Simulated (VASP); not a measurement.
# C: single point with PBE+D3(BJ)

The system is C, a slab with vacuum.

```
C
1.0
     2.46565    0.00000    0.00000
    -1.23283    2.13532    0.00000
     0.00000    0.00000   17.50007
C
4
Direct
  0.66667 0.33333 0.25714
  0.33333 0.66667 0.25714
  0.66667 0.50000 0.43200
  0.33333 0.83333 0.43200
```

This cell differs from its parent crystal: layers slid over each other.

```yaml
Program: VASP 6.6.1
Task: single point
Functional: PBE
Dispersion: D3(BJ)
Potentials_or_basis: VASP PAW PBE potentials, release 64 (C)
Cutoff: 520 eV
k_mesh: 15 × 15 × 1
Occupations: gaussian, width 0.1 eV
Spin: no spin polarisation
```

| Property | Result |
| --- | --- |
| Largest force | 0.189 eV/Å |
| Dispersion energy per atom | -0.127 eV |

Forces in eV/Å, atoms in the order of the input:
```
C    0.015 -0.032 -0.185
C    0.020 -0.029 -0.185
C   -0.020  0.029  0.185
C   -0.015  0.032  0.185
```

It took 70 s on 1 thread of AMD EPYC 9R45 96-Core Processor (Zen 5), with other jobs on the host, peak memory 0.21 GiB.

Caveat: the cell differs from its parent crystal (layers slid over each other).
